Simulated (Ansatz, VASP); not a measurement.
**BN in VASP and in Ansatz**

```
B N
1.0
     0.00000    1.97997    1.77512
     1.77512    0.00000    1.77512
     1.77512    1.97997    0.00000
B N
1 1
Direct
  0.00000 0.00000 0.00000
  0.75000 0.75000 0.75000
```

Alike in both runs: task single point; functional PBE; k mesh 12 × 12 × 12; occupations gaussian, width 0.05 eV; no spin polarisation.

```csv
,VASP,Ansatz
version,VASP 6.6.1,Ansatz 0.2.0
potentials or method,"VASP PAW PBE potentials, release 64 (B, N), cutoff 520 eV","scalar-relativistic, plane waves, PAW"
valence electrons in the cell,8,8
```

|  | VASP | Ansatz | Ansatz less VASP |
| --- | --- | --- | --- |
| gap on the k mesh at the Fermi level (eV) | 3.45 | 3.46 | +0.010 |
| least direct gap on the mesh (eV) | 7.75 | 7.75 | +0.003 |
| pressure (GPa) | -15.8 | -15.9 | -0.09 |
| traceless stress, the component that is largest in VASP (GPa) | -48.77 | -48.73 | +0.035 |
